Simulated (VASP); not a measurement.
# CeO2 in VASP: further runs

CeO2 is run at these levels: r2SCAN; tasks: single point.

Program: VASP 6.6.1. These are calculated values, not measurements. Logs are shortened: lines on timing, memory, paths and dates and some standing lists are left out, and cuts for length are marked.

### Step 1. The cell of the first run

It takes space group Immm (No. 71, orthorhombic). Conventional cell: a = 3.787 Å, b = 3.902 Å, c = 5.437 Å, α = 90.00°, β = 90.00°, γ = 90.00°. Within 3.1 Å of Ce (site symmetry mmm) lie 8 O at 2.33 to 2.38 Å. O (site symmetry mm2) has 4 Ce at 2.33 to 2.38 Å and 6 O at 2.72 Å within 3.1 Å.

### Step 2. Single point, r2SCAN

The input, POSCAR:

```
CeO2
1.0
    0.0407802493      2.7186832862      2.7186832862
    2.7186832862      0.0407802493      2.7186832862
    2.7594635355      2.7594635355      0.0000000000
Ce O
1 2
Direct
    0.0000000000      0.0000000000      0.0000000000
    0.2500000000      0.2500000000      0.2500000000
    0.7500000000      0.7500000000      0.7500000000
```

The input, INCAR.step1:

```
SYSTEM = CeO2
  PREC = Accurate
  ENCUT = 520
  ISMEAR = 0
  SIGMA = 0.05
  LREAL = .FALSE.
  LASPH = .TRUE.
  NELM = 60
  NBANDS = 19
  GGA = PE
  ALGO = Normal
  EDIFF = 1E-4
  LWAVE = .TRUE.
  LCHARG = .FALSE.
```

The input, INCAR.step2:

```
SYSTEM = CeO2
  PREC = Accurate
  ENCUT = 520
  EDIFF = 1E-6
  ISMEAR = 0
  SIGMA = 0.05
  LREAL = .FALSE.
  LASPH = .TRUE.
  NELM = 60
  ALGO = Normal
  ISIF = 2
  LWAVE = .FALSE.
  LCHARG = .FALSE.
  METAGGA = R2SCAN
  LMIXTAU = .TRUE.
  NBANDS = 19
  ISTART = 1
```

The input, KPOINTS:

```
Automatic mesh
0
G
  8 8 8
  0 0 0
```

Potentials or basis: VASP PAW PBE potentials, release 64 (Ce, O).

Launch:

```sh
cat potpaw_PBE.64/Ce/POTCAR potpaw_PBE.64/O/POTCAR > POTCAR
cp INCAR.step1 INCAR
mpirun -np 1 vasp_std > vasp.out
cp INCAR.step2 INCAR
mpirun -np 1 vasp_std > vasp.out
```

OUTCAR:

```text
SYSTEM = CeO2
   PREC = Accurate
   ENCUT = 520
   EDIFF = 1E-6
   ISMEAR = 0
   LREAL = .FALSE.
   LASPH = .TRUE.
   NELM = 60
   ISIF = 2
   METAGGA = R2SCAN
   ISTART = 1

 ion  position               nearest neighbor table
   1  0.000  0.000  0.000-   3 2.33   3 2.33   2 2.33   2 2.33   3 2.38   2 2.38   3 2.38   2 2.38

   2  0.250  0.250  0.250-   1 2.33   1 2.33   1 2.38   1 2.38
   3  0.750  0.750  0.750-   1 2.33   1 2.33   1 2.38   1 2.38

  LATTYP: Found a body centered orthorhombic cell.
 ALAT       =     3.7871267935
 B/A-ratio  =     1.0304568528
 C/A-ratio  =     1.4357498095

  Lattice vectors:

 A1 = (   2.7186832862,   0.0407802493,  -2.7186832862)
 A2 = (  -2.7186832862,  -0.0407802493,  -2.7186832862)
 A3 = (   0.0407802493,   2.7186832862,   2.7186832862)

Analysis of symmetry for initial positions (statically):
=====================================================================
 Subroutine PRICEL returns:
 Original cell was already a primitive cell.

 Routine SETGRP: Setting up the symmetry group for a
 body centered orthorhombic supercell.

 Subroutine GETGRP returns: Found  8 space group operations
 (whereof  8 operations were pure point group operations)
 out of a pool of  8 trial point group operations.

The static configuration has the point symmetry D_2h.

Analysis of symmetry for dynamics (positions and initial velocities):
=====================================================================
 Subroutine PRICEL returns:
 Original cell was already a primitive cell.

 Routine SETGRP: Setting up the symmetry group for a
 body centered orthorhombic supercell.

 Subroutine GETGRP returns: Found  8 space group operations
 (whereof  8 operations were pure point group operations)
 out of a pool of  8 trial point group operations.

The dynamic configuration has the point symmetry D_2h.

 Subroutine INISYM returns: Found  8 space group operations
 (whereof  8 operations are pure point group operations),
 and found     1 'primitive' translations

----------------------------------------------------------------------------------------

                                     Primitive cell

  volume of cell :      40.1798

  direct lattice vectors                    reciprocal lattice vectors
[... 86 lines left out ...]
   LASPH  =      T    aspherical Exc in radial PAW
   ENCUT  =  520.0 eV  38.22 Ry    6.18 a.u.   7.15  7.15  7.26*2*pi/ulx,y,z
   NELM   =     60;   NELMIN=  2; NELMDL=  0     # of ELM steps
   EDIFF  = 0.1E-05   stopping-criterion for ELM
   LREAL  =      F    real-space projection
   EDIFFG = 0.1E-04   stopping-criterion for IOM
   NSW    =      0    number of steps for IOM
   IBRION =     -1    ionic relax: 0-MD 1-quasi-New 2-CG
   NFREE  =      0    steps in history (QN), initial steepest desc. (CG)
   ISIF   =      2    stress and relaxation
   ISYM   =      2    0-nonsym 1-usesym 2-fastsym
   POTIM  = 0.5000    time-step for ionic-motion
   TEBEG  =    0.0;   TEEND  =   0.0 temperature during run
   PSTRESS=    0.0 pullay stress
   NELECT =      24.0000    total number of electrons
   NUPDOWN=      -1.0000    fix difference up-down
   EMIN   =  10.00;   EMAX   =-10.00  energy-range for DOS
   EFERMI =   0.00;   METHOD = LEGACY
   ISMEAR =     0;   SIGMA  =   0.05  broadening in eV -4-tet -1-fermi 0-gaus
   EFERMI_NEDOS =   21; number of points for ismear=-14 and -15
   IALGO  =     38    algorithm
   IMIX   =      4    mixing-type and parameters
     AMIX     =   0.40;   BMIX     =  1.00
     AMIX_MAG =   1.60;   BMIX_MAG =  1.00
  volume/ion in A,a.u.               =      13.39        90.38
  Fermi-wavevector in a.u.,A,eV,Ry     =   1.378719  2.605402 25.862866  1.900867
  Thomas-Fermi vector in A             =   2.503755
   LORBIT       =      0    0 simple, 1 ext, 2 COOP (PROOUT), +10 PAW based schemes
   METAGGA = R2SCAN    functional components
   LHFCALC =     F    Hartree Fock is set to
   AEXX    =    0.0000 exact exchange contribution
   IVDW    =     0    specifies the selected vdW correction
   LEPSILON=     F    determine dielectric tensor
   LRPA    =     F    only Hartree local field effects (RPA)
 non-spin polarized calculation
 Gauss-broadening in eV      SIGMA  =   0.05
  energy-cutoff  :      520.00
  volume of cell :       40.18
 maximum number of plane-waves:      1103
 NGX is ok and might be reduce to    30
   NGX = 15   NGY = 15   NGZ = 15

 number of electron      23.9999994 magnetization

 Free energy of the ion-electron system (eV)
  ---------------------------------------------------
  ext. energy  EPLUGINS =         0.00000000
  ---------------------------------------------------
  free energy    TOTEN  =       -54.02591241 eV

  energy without entropy =      -54.02591241  energy(sigma->0) =      -54.02591241

 E-fermi :   5.2036     XC(G=0): -11.9739

 val. band max:        4.9356361536   @ k =  -0.2500   0.2500   0.0000
 cond. band min:       7.0920443716   @ k =   0.0000   0.0000   0.5000
 fundamental gap:      2.1564082180
 Fermi energy:         5.2036019107

 k-point     1 :       0.0000    0.0000    0.0000
  band No.  band energies     occupation
      1     -28.6443      2.00000
      2     -12.3375      2.00000
      3     -11.4950      2.00000
      4     -10.2867      2.00000
      5     -10.2832      2.00000
      6     -10.2316      2.00000
[... 505 lines left out ...]
      6      -8.9708      2.00000
[... 11 lines left out ...]
     18       7.8057      0.00000
     19       7.9086      0.00000

 [... further k-points ...]

------------------------ aborting loop because EDIFF is reached ----------------------------------------

  FORCE on cell =-STRESS in cart. coord.  units (eV):
  Direction    XX          YY          ZZ          XY          YZ          ZX
  --------------------------------------------------------------------------------------
  -------------------------------------------------------------------------------------
  Total        0.0054677      0.0054677     -0.0266212     -0.4297972      0.0000000      0.0000000
  in kB        0.2180248      0.2180248     -1.0615234    -17.1382336      0.0000000      0.0000000
  external PRESSURE =      -0.2084913 kB  Pullay stress =       0.0000000 kB

 VOLUME and BASIS-vectors are now :
 -----------------------------------------------------------------------------
  energy-cutoff  :      520.00
  volume of cell :       40.18
      direct lattice vectors                 reciprocal lattice vectors
     0.040780249  2.718683286  2.718683286    -0.186713258  0.186713258  0.183912559
     2.718683286  0.040780249  2.718683286     0.186713258 -0.186713258  0.183912559
     2.759463536  2.759463536  0.000000000     0.181194639  0.181194639 -0.183912559

 POSITION                                       TOTAL-FORCE (eV/Angst)
 -----------------------------------------------------------------------------------
      0.00000      0.00000      0.00000         0.000000     -0.000000     -0.000000
      1.37973      1.37973      1.35934        -0.000000      0.000000     -0.038985
      4.13920      4.13920      4.07802        -0.000000      0.000000      0.038985
 -----------------------------------------------------------------------------------
    total drift:                                0.000000     -0.000000      0.000000

  FREE ENERGIE OF THE ION-ELECTRON SYSTEM (eV)
  ---------------------------------------------------
  free  energy   TOTEN  =       -54.0259124076 eV

  energy  without entropy=      -54.0259124076  energy(sigma->0) =      -54.02591241
```

OUTCAR.step1:

```text
SYSTEM = CeO2
   PREC = Accurate
   ENCUT = 520
   ISMEAR = 0
   LREAL = .FALSE.
   LASPH = .TRUE.
   NELM = 60
[... 755 lines left out ...]
      0.00000      0.00000      0.00000        -0.000000      0.000000      0.000000
      1.37973      1.37973      1.35934         0.000000     -0.000000     -0.044306
      4.13920      4.13920      4.07802         0.000000     -0.000000      0.044306
 -----------------------------------------------------------------------------------
    total drift:                                0.000000     -0.000000      0.000000

  FREE ENERGIE OF THE ION-ELECTRON SYSTEM (eV)
  ---------------------------------------------------
  free  energy   TOTEN  =       -26.2178293979 eV

  energy  without entropy=      -26.2178293979  energy(sigma->0) =      -26.21782940
```

OSZICAR.step1:

```text
N       E                     dE             d eps       ncg     rms          rms(c)
DAV:   1     0.227587562408E+03    0.22759E+03   -0.11356E+04  3730   0.166E+03
DAV:   2     0.856458539311E+01   -0.21902E+03   -0.19051E+03  4553   0.286E+02
DAV:   3    -0.304411647431E+02   -0.39006E+02   -0.36486E+02  4390   0.143E+02
DAV:   4    -0.317187494031E+02   -0.12776E+01   -0.12761E+01  4880   0.256E+01
DAV:   5    -0.318053267861E+02   -0.86577E-01   -0.86553E-01  6099   0.522E+00    0.291E+01
DAV:   6    -0.298566032348E+02    0.19487E+01   -0.62325E+01  4880   0.502E+01    0.279E+01
DAV:   7    -0.283612324700E+02    0.14954E+01   -0.46035E+01  5697   0.103E+02    0.194E+01
DAV:   8    -0.275281259614E+02    0.83311E+00   -0.28971E+00  4729   0.127E+01    0.138E+01
DAV:   9    -0.262635116366E+02    0.12646E+01   -0.43698E+00  5086   0.201E+01    0.343E+00
DAV:  10    -0.262442395973E+02    0.19272E-01   -0.34695E-01  5282   0.443E+00    0.109E+00
DAV:  11    -0.262275432527E+02    0.16696E-01   -0.88047E-02  4356   0.418E+00    0.264E+00
DAV:  12    -0.262237975212E+02    0.37457E-02   -0.25328E-02  5408   0.225E+00    0.101E+00
DAV:  13    -0.262177185266E+02    0.60790E-02   -0.63730E-02  4735   0.195E+00    0.243E-01
DAV:  14    -0.262213696265E+02   -0.36511E-02   -0.72202E-03  5583   0.111E+00    0.964E-01
DAV:  15    -0.262184033944E+02    0.29662E-02   -0.30522E-03  4048   0.848E-01    0.397E-01
DAV:  16    -0.262178506446E+02    0.55275E-03   -0.11696E-03  5240   0.432E-01    0.136E-01
DAV:  17    -0.262178293979E+02    0.21247E-04   -0.83373E-05  2602   0.986E-02
   1 F= -.26217829E+02 E0= -.26217829E+02  d E =-.164465E-14
```

Run time: 4.9 min. Hardware: 1 thread of AMD EPYC 9R45 (Zen 5), shared host; peak memory 0.21 GiB.

What came out:

```
Free energy            : -54.0259 eV
Pressure               : 0.0 GPa
Largest force          : 0.039 eV/Å
Band gap on the k mesh : 2.16 eV (least direct gap 2.29 eV)
```

Forces in eV/Å, atoms in the order of the input:
```
Ce   0.000  0.000  0.000
O    0.000  0.000 -0.039
O    0.000  0.000  0.039
```

Stress tensor (GPa, compression positive):
```
 0.02 -1.71  0.00
-1.71  0.02  0.00
 0.00  0.00 -0.11
```

Caveat: the PAW data sets were made with another functional, which shifts forces and pressure a little; spin-orbit coupling is left out, which moves the levels of the heavy elements; semilocal functionals describe open f shells poorly, which spoils levels, moments and volumes.

### Step 3. Single point, r2SCAN

The input, POSCAR:

```
CeO2
1.0
    0.0000000000      2.7186832862      2.7186832862
    2.7186832862      0.0000000000      2.7186832862
    2.7186832862      2.7186832862      0.0000000000
Ce O
1 2
Direct
    0.0000000000      0.0000000000      0.0000000000
    0.2500000000      0.2500000000      0.2500000000
    0.7500000000      0.7500000000      0.7500000000
```

The input, INCAR.step1:

```
PREC     = Accurate       # precision mode
ENCUT    = 520            # plane-wave cutoff, eV
ISMEAR   = 0              # smearing method
SIGMA    = 0.05           # smearing width, eV
LREAL    = False          # projectors in reciprocal space
LASPH    = True           # aspherical terms in the spheres
NELM     = 60             # most SCF steps
NBANDS   = 19             # bands
ISYM     = 0            
GGA      = PE             # functional
ALGO     = Normal         # electronic algorithm
EDIFF    = 1E-4           # SCF threshold, eV
LWAVE    = True           # write WAVECAR
LCHARG   = False          # write CHGCAR
```

The input, INCAR.step2:

```
PREC     = Accurate       # precision mode
ENCUT    = 520            # plane-wave cutoff, eV
EDIFF    = 1E-7           # SCF threshold, eV
ISMEAR   = 0              # smearing method
SIGMA    = 0.05           # smearing width, eV
LREAL    = False          # projectors in reciprocal space
LASPH    = True           # aspherical terms in the spheres
NELM     = 60             # most SCF steps
ALGO     = Normal         # electronic algorithm
ISIF     = 2              # what is computed and relaxed
LWAVE    = False          # write WAVECAR
LCHARG   = False          # write CHGCAR
METAGGA  = R2SCAN         # meta-GGA
LMIXTAU  = True         
NBANDS   = 19             # bands
ISYM     = 0            
ISTART   = 1
```

The input, KPOINTS:

```
Automatic mesh
0
Gamma
  8 8 8
  0.5 0.5 0.5
```

Potentials or basis: VASP PAW PBE potentials, release 64 (Ce, O).

Launch:

```sh
cat potpaw_PBE.64/Ce/POTCAR potpaw_PBE.64/O/POTCAR > POTCAR
cp INCAR.step1 INCAR
mpirun -np 1 vasp_std > vasp.out
cp INCAR.step2 INCAR
mpirun -np 1 vasp_std > vasp.out
```

Run time: 49 min. Hardware: 1 thread of AMD EPYC 9R45 (Zen 5), shared host; peak memory 0.86 GiB.

It converged, with:

| Quantity | Value |
| --- | --- |
| Free energy | -54.0323 eV |
| Pressure | -0.2 GPa |
| Band gap on the k mesh | 2.19 eV (least direct gap 2.27 eV) |

Levels at points of the mesh, in eV from the valence-band top:
```csv
k point,band 8,band 9,band 10,band 11,band 12,band 13,band 14,band 15,band 16,band 17
"(0.06, 0.06, 0.06)",-3.82,-3.76,-0.62,-0.60,-0.60,2.59,2.59,2.59,2.74,3.11
```

Caveat: the PAW data sets were made with another functional, which shifts forces and pressure a little; spin-orbit coupling is left out, which moves the levels of the heavy elements; a shifted mesh leaves out Γ, where band edges can lie; semilocal functionals describe open f shells poorly, which spoils levels, moments and volumes.

### Step 4. Single point, r2SCAN (atoms moved at random and the cell strained at random)

The input, POSCAR:

```
CeO2
1.0
   -0.0123049433      2.7278847181      2.7011864838
    2.7662211253      0.0111475028      2.6777340377
    2.7608796090      2.6990907557      0.0164890190
Ce O
1 2
Direct
    0.0106578059     -0.0039765637     -0.0011502112
    0.2485834596      0.2540267904      0.2542594628
    0.7407587346      0.7499497733      0.7468907484
```

The input, INCAR.step1:

```
SYSTEM = CeO2
ALGO     = Normal         ! electronic algorithm
EDIFF    = 1E-4           ! SCF threshold, eV
ENCUT    = 520            ! plane-wave cutoff, eV
GGA      = PE             ! functional
ISMEAR   = 0              ! smearing method
LASPH    = .TRUE.         ! aspherical terms in the spheres
LCHARG   = .FALSE.        ! write CHGCAR
LREAL    = .FALSE.        ! projectors in reciprocal space
LWAVE    = .TRUE.         ! write WAVECAR
NBANDS   = 19             ! bands
NELM     = 100            ! most SCF steps
PREC     = Accurate       ! precision mode
SIGMA    = 0.05           ! smearing width, eV
```

The input, INCAR.step2:

```
SYSTEM = CeO2
ALGO     = Normal         ! electronic algorithm
EDIFF    = 1E-7           ! SCF threshold, eV
ENCUT    = 520            ! plane-wave cutoff, eV
ISIF     = 2              ! what is computed and relaxed
ISMEAR   = 0              ! smearing method
ISTART   = 1            
LASPH    = .TRUE.         ! aspherical terms in the spheres
LCHARG   = .FALSE.        ! write CHGCAR
LMIXTAU  = .TRUE.       
LREAL    = .FALSE.        ! projectors in reciprocal space
LWAVE    = .FALSE.        ! write WAVECAR
METAGGA  = R2SCAN         ! meta-GGA
NBANDS   = 19             ! bands
NELM     = 100            ! most SCF steps
PREC     = Accurate       ! precision mode
SIGMA    = 0.05           ! smearing width, eV
```

The input, KPOINTS:

```
k-points
0
G
  8 8 8
  0 0 0
```

Launch:

```sh
cat potpaw_PBE.64/Ce/POTCAR potpaw_PBE.64/O/POTCAR > POTCAR
cp INCAR.step1 INCAR
mpirun -np 1 vasp_std > vasp.out
cp INCAR.step2 INCAR
mpirun -np 1 vasp_std > vasp.out
```

Run time: 12 min. Hardware: 1 thread of AMD EPYC 9R45 (Zen 5), shared host; peak memory 0.32 GiB.

Results (log left out):

* Free energy: -53.9929 eV
* Pressure: 0.0 GPa
* Largest force: 0.466 eV/Å
* Band gap on the k mesh: 2.12 eV (least direct gap 2.25 eV)

Forces in eV/Å, atoms in the order of the input:
```
Ce   0.164 -0.261 -0.178
O   -0.237 -0.104 -0.102
O    0.073  0.365  0.280
```

Stress tensor (GPa, compression positive):
```
-4.73  0.13 -0.11
 0.13  1.10 -1.06
-0.11 -1.06  3.56
```

Levels at points of the mesh, in eV from the valence-band top:
| k point | band 9 | band 10 | band 11 | band 12 | band 13 | band 14 | band 15 | band 16 |
| --- | --- | --- | --- | --- | --- | --- | --- | --- |
| (0.00, 0.00, 0.00) | -3.84 | -0.80 | -0.62 | -0.53 | 2.51 | 2.52 | 2.55 | 2.67 |
| (0.50, 0.00, 0.00) | -1.41 | -1.25 | -0.93 | -0.85 | 2.12 | 2.34 | 2.36 | 2.54 |
| (0.00, 0.50, 0.00) | -1.33 | -1.28 | -0.92 | -0.77 | 2.12 | 2.34 | 2.36 | 2.53 |
| (0.50, 0.50, 0.00) | -1.14 | -1.10 | -0.76 | -0.48 | 2.24 | 2.28 | 2.28 | 2.42 |
| (0.00, 0.00, 0.50) | -1.31 | -1.29 | -0.92 | -0.80 | 2.12 | 2.35 | 2.36 | 2.52 |
| (0.50, 0.00, 0.50) | -1.15 | -1.12 | -0.68 | -0.55 | 2.25 | 2.27 | 2.28 | 2.42 |
| (0.00, 0.50, 0.50) | -1.28 | -0.93 | -0.90 | -0.55 | 2.26 | 2.26 | 2.28 | 2.42 |
| (0.50, 0.50, 0.50) | -1.40 | -1.21 | -0.75 | -0.73 | 2.13 | 2.33 | 2.34 | 2.55 |

Caveat: the cell differs from its parent crystal (atoms moved at random and the cell strained at random); the PAW data sets were made with another functional, which shifts forces and pressure a little; spin-orbit coupling is left out, which moves the levels of the heavy elements; semilocal functionals describe open f shells poorly, which spoils levels, moments and volumes.

### Step 5. The runs side by side

| cell | k mesh | gap on the mesh (eV) | pressure (GPa) | largest force (eV/Å) |
| --- | --- | --- | --- | --- |
| a = 3.845, b = 3.845, c = 3.902 Å, angles 59.5, 59.5, 59.0°, 3 atoms, atomic positions A | 8 × 8 × 8 | 2.16 | 0.0 | 0.04 |
| a = 3.845 Å, angles 60.0°, 3 atoms, atomic positions A | 8 × 8 × 8, shifted | 2.19 | -0.2 | - |
| a = 3.839, b = 3.850, c = 3.861 Å, angles 58.8, 60.2, 60.7°, 3 atoms, atomic positions B | 8 × 8 × 8 | 2.12 | 0.0 | 0.47 |

Alike in all rows: task single point; level r2SCAN; potentials or basis VASP PAW PBE potentials, release 64 (Ce, O); no spin polarisation; cutoff (eV) 520; smearing gaussian 0.05 eV.

Caveats: the PAW data sets were made with another functional, which shifts forces and pressure a little; spin-orbit coupling is left out, which moves the levels of the heavy elements; semilocal functionals describe open f shells poorly, which spoils levels, moments and volumes; a shifted mesh leaves out Γ, where band edges can lie (at least some runs).

Absolute energies hang on the potentials; compare differences alone.
